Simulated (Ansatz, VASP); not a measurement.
# FeO in VASP and in Ansatz

```
CELL_PARAMETERS angstrom
1.51882 0.87689 2.51958
-1.51882 0.87689 2.51958
0.00000 -1.75378 2.51958
ATOMIC_POSITIONS crystal
Fe 0.00000 0.00000 0.00000
O 0.50000 0.50000 0.50000
```

Alike in both runs: task single point; functional LDA; k mesh 9 × 9 × 9; occupations fermi-dirac, width 0.05 eV; collinear spin.

|  | VASP | Ansatz |
| --- | --- | --- |
| version | VASP 6.6.1 | Ansatz 0.2.0 |
| potentials or method | VASP PAW LDA potentials, release 64 (Fe, O) | Ansatz PAW |
| plane-wave cutoff (eV) | 520 | 420 |
| valence electrons in the cell | 14 | 22 |

|  | VASP | Ansatz | Ansatz less VASP |
| --- | --- | --- | --- |
| gap on the k mesh at the Fermi level (eV) | none | none | - |
| pressure (GPa) | -16.3 | -16.5 | -0.22 |
| traceless stress, the component that is largest in VASP (GPa) | -0.84 | -0.82 | +0.020 |
| net moment per atom (μB) | 2.00 | 2.00 | +0.005 |
| size of the moment on the site where the two differ most (μB) | 3.57 | 3.42 | -0.149 |

LDA's correlation is that of Perdew and Zunger in VASP and of Perdew and Wang (1992) in Ansatz. Site moments also hang on the region over which each program counts them. A gap of «none» marks a metal or a gap that the smearing closes. VASP's potentials hold 14 valence electrons a cell and Ansatz's 22, so a difference there can come from the potentials and not from the codes.
